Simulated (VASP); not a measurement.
# CdF2 (Fm-3m) in VASP: further runs

Runs on CdF2. Level: r2SCAN. Tasks: single point, relaxation of cell and atoms.

Everything below comes from runs of VASP 6.6.1. Logs are shortened: lines on timing, memory, paths and dates and some standing lists are left out, and cuts for length are marked.

## 1. The cell of the first run

It takes space group Fm-3m (No. 225, cubic). Conventional cell: a = 5.389 Å, b = 5.389 Å, c = 5.389 Å, α = 90.00°, β = 90.00°, γ = 90.00°. Cd (site symmetry m-3m) has 8 F at 2.33 Å within 3.1 Å. F (site symmetry -43m) has 4 Cd at 2.33 Å and 6 F at 2.69 Å within 3.1 Å.

## 2. Single point, r2SCAN

POSCAR

```
CdF2
1.0
    0.0000000000      2.6943976162      2.6943976162
    2.6943976162      0.0000000000      2.6943976162
    2.6943976162      2.6943976162      0.0000000000
Cd F
1 2
Direct
    0.0000000000      0.0000000000      0.0000000000
    0.2500000000      0.2500000000      0.2500000000
    0.7500000000      0.7500000000      0.7500000000
```

INCAR.step1

```
SYSTEM = CdF2
PREC     = Accurate       ! precision mode
ENCUT    = 520            ! plane-wave cutoff, eV
ISMEAR   = 0              ! smearing method
SIGMA    = 0.02           ! smearing width, eV
LREAL    = .FALSE.        ! projectors in reciprocal space
LASPH    = .TRUE.         ! aspherical terms in the spheres
NELM     = 60             ! most SCF steps
NBANDS   = 20             ! bands
GGA      = PE             ! functional
ALGO     = Normal         ! electronic algorithm
EDIFF    = 1E-4           ! SCF threshold, eV
LWAVE    = .TRUE.         ! write WAVECAR
LCHARG   = .FALSE.        ! write CHGCAR
```

INCAR.step2

```
SYSTEM = CdF2
PREC     = Accurate       ! precision mode
ENCUT    = 520            ! plane-wave cutoff, eV
EDIFF    = 1E-7           ! SCF threshold, eV
ISMEAR   = 0              ! smearing method
SIGMA    = 0.02           ! smearing width, eV
LREAL    = .FALSE.        ! projectors in reciprocal space
LASPH    = .TRUE.         ! aspherical terms in the spheres
NELM     = 60             ! most SCF steps
ALGO     = Normal         ! electronic algorithm
ISIF     = 2              ! what is computed and relaxed
LWAVE    = .FALSE.        ! write WAVECAR
LCHARG   = .FALSE.        ! write CHGCAR
METAGGA  = R2SCAN         ! meta-GGA
LMIXTAU  = .TRUE.       
NBANDS   = 20             ! bands
ISTART   = 1
```

KPOINTS

```
regular mesh
0
G
  8 8 8
  0 0 0
```

Potentials or basis: VASP PAW PBE potentials, release 64 (Cd, F).

Command:

```console
> cat potpaw_PBE.64/Cd/POTCAR potpaw_PBE.64/F/POTCAR > POTCAR
> cp INCAR.step1 INCAR
> mpirun -np 1 vasp_std > vasp.out
> cp INCAR.step2 INCAR
> mpirun -np 1 vasp_std > vasp.out
```

OUTCAR:

```text
SYSTEM = CdF2
   PREC = Accurate
   ENCUT = 520
   EDIFF = 1E-7
   ISMEAR = 0
   LREAL = .FALSE.
   LASPH = .TRUE.
   NELM = 60
   ISIF = 2
   METAGGA = R2SCAN
   ISTART = 1

 ion  position               nearest neighbor table
   1  0.000  0.000  0.000-   3 2.33   3 2.33   3 2.33   2 2.33   3 2.33   2 2.33   2 2.33   2 2.33

   2  0.250  0.250  0.250-   1 2.33   1 2.33   1 2.33   1 2.33
   3  0.750  0.750  0.750-   1 2.33   1 2.33   1 2.33   1 2.33

  LATTYP: Found a face centered cubic cell.
 ALAT       =     5.3887952324

  Lattice vectors:

 A1 = (   0.0000000000,   2.6943976162,   2.6943976162)
 A2 = (   2.6943976162,   0.0000000000,   2.6943976162)
 A3 = (   2.6943976162,   2.6943976162,   0.0000000000)

Analysis of symmetry for initial positions (statically):
=====================================================================
 Subroutine PRICEL returns:
 Original cell was already a primitive cell.

 Routine SETGRP: Setting up the symmetry group for a
 face centered cubic supercell.

 Subroutine GETGRP returns: Found 48 space group operations
 (whereof 48 operations were pure point group operations)
 out of a pool of 48 trial point group operations.

The static configuration has the point symmetry O_h .

Analysis of symmetry for dynamics (positions and initial velocities):
=====================================================================
 Subroutine PRICEL returns:
 Original cell was already a primitive cell.

 Routine SETGRP: Setting up the symmetry group for a
 face centered cubic supercell.

 Subroutine GETGRP returns: Found 48 space group operations
 (whereof 48 operations were pure point group operations)
 out of a pool of 48 trial point group operations.

The dynamic configuration has the point symmetry O_h .

 Subroutine INISYM returns: Found 48 space group operations
 (whereof 48 operations are pure point group operations),
 and found     1 'primitive' translations

----------------------------------------------------------------------------------------

                                     Primitive cell

  volume of cell :      39.1215

  direct lattice vectors                    reciprocal lattice vectors
     0.000000000  2.694397616  2.694397616    -0.185570235  0.185570235  0.185570235
     2.694397616  0.000000000  2.694397616     0.185570235 -0.185570235  0.185570235
[... 78 lines left out ...]
   PREC   = accura    normal or accurate (medium, high low for compatibility)
   ISTART =      1    job   : 0-new  1-cont  2-samecut
   ICHARG =      0    charge: 1-file 2-atom 10-const
   ISPIN  =      1    spin polarized calculation?
   LNONCOLLINEAR =      F non collinear calculations
   LSORBIT =      F    spin-orbit coupling
   LASPH  =      T    aspherical Exc in radial PAW
   ENCUT  =  520.0 eV  38.22 Ry    6.18 a.u.   7.08  7.08  7.08*2*pi/ulx,y,z
   NELM   =     60;   NELMIN=  2; NELMDL=  0     # of ELM steps
   EDIFF  = 0.1E-06   stopping-criterion for ELM
   LREAL  =      F    real-space projection
   EDIFFG = 0.1E-05   stopping-criterion for IOM
   NSW    =      0    number of steps for IOM
   IBRION =     -1    ionic relax: 0-MD 1-quasi-New 2-CG
   NFREE  =      0    steps in history (QN), initial steepest desc. (CG)
   ISIF   =      2    stress and relaxation
   ISYM   =      2    0-nonsym 1-usesym 2-fastsym
   POTIM  = 0.5000    time-step for ionic-motion
   TEBEG  =    0.0;   TEEND  =   0.0 temperature during run
   PSTRESS=    0.0 pullay stress
   NELECT =      26.0000    total number of electrons
   NUPDOWN=      -1.0000    fix difference up-down
   EMIN   =  10.00;   EMAX   =-10.00  energy-range for DOS
   EFERMI =   0.00;   METHOD = LEGACY
   ISMEAR =     0;   SIGMA  =   0.02  broadening in eV -4-tet -1-fermi 0-gaus
   EFERMI_NEDOS =   21; number of points for ismear=-14 and -15
   IALGO  =     38    algorithm
   IMIX   =      4    mixing-type and parameters
     AMIX     =   0.40;   BMIX     =  1.00
     AMIX_MAG =   1.60;   BMIX_MAG =  1.00
  volume/ion in A,a.u.               =      13.04        88.00
  Fermi-wavevector in a.u.,A,eV,Ry     =   1.428656  2.699768 27.770270  2.041057
  Thomas-Fermi vector in A             =   2.548694
   LORBIT       =      0    0 simple, 1 ext, 2 COOP (PROOUT), +10 PAW based schemes
   METAGGA = R2SCAN    functional components
   LHFCALC =     F    Hartree Fock is set to
   AEXX    =    0.0000 exact exchange contribution
   IVDW    =     0    specifies the selected vdW correction
   LEPSILON=     F    determine dielectric tensor
   LRPA    =     F    only Hartree local field effects (RPA)
 non-spin polarized calculation
 Gauss-broadening in eV      SIGMA  =   0.02
  energy-cutoff  :      520.00
  volume of cell :       39.12
 maximum number of plane-waves:      1067
   NGX = 15   NGY = 15   NGZ = 15

 number of electron      25.9999989 magnetization

 Free energy of the ion-electron system (eV)
  ---------------------------------------------------
  ext. energy  EPLUGINS =         0.00000000
  ---------------------------------------------------
  free energy    TOTEN  =       -33.71945212 eV

  energy without entropy =      -33.71945212  energy(sigma->0) =      -33.71945212

 E-fermi :  -1.7490     XC(G=0): -11.0455

 val. band max:       -1.8712170029   @ k =  -0.2500   0.5000   0.2500
 cond. band min:       1.8775079092   @ k =   0.0000   0.0000   0.0000
 fundamental gap:      3.7487249121
 Fermi energy:        -1.7490239155

 k-point     1 :       0.0000    0.0000    0.0000
  band No.  band energies     occupation
      1     -23.8081      2.00000
      2     -22.7430      2.00000
      3      -7.4991      2.00000
      4      -7.4991      2.00000
      5      -7.4991      2.00000
      6      -6.2628      2.00000
[... 541 lines left out ...]
     19      17.6279      0.00000
     20      21.5577      0.00000

 [... further k-points ...]
[... 5 lines left out ...]
  --------------------------------------------------------------------------------------
  -------------------------------------------------------------------------------------
  Total        0.2348496      0.2348496      0.2348496      0.0000000     -0.0000000      0.0000000
  in kB        9.6180122      9.6180122      9.6180122      0.0000000     -0.0000000      0.0000000
  external PRESSURE =       9.6180122 kB  Pullay stress =       0.0000000 kB

 VOLUME and BASIS-vectors are now :
 -----------------------------------------------------------------------------
  energy-cutoff  :      520.00
  volume of cell :       39.12
      direct lattice vectors                 reciprocal lattice vectors
     0.000000000  2.694397616  2.694397616    -0.185570235  0.185570235  0.185570235
     2.694397616  0.000000000  2.694397616     0.185570235 -0.185570235  0.185570235
     2.694397616  2.694397616  0.000000000     0.185570235  0.185570235 -0.185570235

 POSITION                                       TOTAL-FORCE (eV/Angst)
 -----------------------------------------------------------------------------------
      0.00000      0.00000      0.00000        -0.000000      0.000000      0.000000
      1.34720      1.34720      1.34720         0.000000     -0.000000     -0.000000
      4.04160      4.04160      4.04160         0.000000      0.000000      0.000000
 -----------------------------------------------------------------------------------
    total drift:                                0.000000      0.000000      0.000000

  FREE ENERGIE OF THE ION-ELECTRON SYSTEM (eV)
  ---------------------------------------------------
  free  energy   TOTEN  =       -33.7194521159 eV

  energy  without entropy=      -33.7194521159  energy(sigma->0) =      -33.71945212
```

OUTCAR.step1:

```text
SYSTEM = CdF2
   PREC = Accurate
   ENCUT = 520
   ISMEAR = 0
   LREAL = .FALSE.
   LASPH = .TRUE.
   NELM = 60
[... 776 lines left out ...]
      0.00000      0.00000      0.00000         0.000000      0.000000      0.000000
      1.34720      1.34720      1.34720        -0.000000      0.000000     -0.000000
      4.04160      4.04160      4.04160        -0.000000     -0.000000      0.000000
 -----------------------------------------------------------------------------------
    total drift:                                0.000000      0.000000      0.000000

  FREE ENERGIE OF THE ION-ELECTRON SYSTEM (eV)
  ---------------------------------------------------
  free  energy   TOTEN  =       -10.8600648566 eV

  energy  without entropy=      -10.8600648566  energy(sigma->0) =      -10.86006486
```

It took 2.2 min on 1 thread of Intel Xeon 8259CL, shared host; peak memory 0.18 GiB.

What came out:

- Free energy: -33.7195 eV
- Pressure: 1.0 GPa
- Band gap on the k mesh: 3.75 eV (least direct gap 4.25 eV)

Caveat: the PAW data sets were made with another functional, which shifts forces and pressure a little. A k mesh can miss the band edges.

(Part 1 of 2 ends here.)
